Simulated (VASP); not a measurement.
ZrB2: relaxation of shape and atoms at fixed volume with PBE+D4

The system is ZrB2.

```
Zr B
1.0
     3.15556    0.00000    0.00000
    -1.57778    2.73280    0.00000
     0.00000    0.00000    3.49016
Zr B
1 2
Cartesian
  0.0000 0.0000 0.0000
  0.0000 1.8219 1.7451
  1.5778 0.9109 1.7451
```

```json
{
 "Program": "VASP 6.6.1",
 "Task": "relaxation of shape and atoms at fixed volume",
 "Functional": "PBE",
 "Dispersion": "D4",
 "Potentials or basis": "VASP PAW PBE potentials, release 64 (Zr_sv, B)",
 "Cutoff": "600 eV",
 "k mesh": "8 × 8 × 8",
 "Occupations": "gaussian, width 0.05 eV",
 "Spin": "no spin polarisation",
 "Dipole correction": "no",
 "Further INCAR settings": "ALGO = Normal; EDIFF = 1e-06; IBRION = 2; EDIFFG = -0.01; NSW = 60; ISIF = 4"
}
```

```
Energy gained by relaxing  : 0.0 meV/atom
Ionic steps                : 2
Pressure after relaxing    : 0.2 GPa
Band gap on the k mesh     : zero (band 9 reaches 11.29 eV, above the bottom of band 10 at 10.72 eV)
Dispersion energy per atom : -0.322 eV
```

Final structure:
```
CELL_PARAMETERS angstrom
3.15471 0.00000 0.00000
-1.57735 2.73205 0.00000
0.00000 0.00000 3.49205
ATOMIC_POSITIONS crystal
Zr 0.00000 0.00000 0.00000
B 0.33333 0.66667 0.50000
B 0.66667 0.33333 0.50000
```

Levels at points of the mesh, in eV from the Fermi level:
| k point | band 5 | band 6 | band 7 | band 8 | band 9 | band 10 | band 11 | band 12 | band 13 |
| --- | --- | --- | --- | --- | --- | --- | --- | --- | --- |
| (0.00, 0.00, 0.00) | -12.77 | -2.67 | -2.67 | -2.56 | -2.23 | 3.55 | 3.55 | 4.40 | 4.40 |
| (0.50, 0.00, 0.00) | -9.01 | -8.47 | -3.87 | -3.05 | -2.69 | 2.34 | 2.43 | 5.08 | 5.20 |
| (0.00, 0.00, 0.50) | -10.63 | -6.96 | -0.96 | -0.96 | 0.32 | 0.32 | 0.86 | 0.86 | 2.05 |
| (0.50, 0.00, 0.50) | -9.98 | -6.95 | -4.67 | -4.15 | -1.91 | 3.99 | 4.21 | 5.48 | 6.57 |

Run time: 41 s on 1 thread of AMD EPYC 9R45 (Zen 5) (shared host), peak memory 0.14 GiB.

Caveat: pairwise dispersion overbinds metals, which lowers pressure and volume.
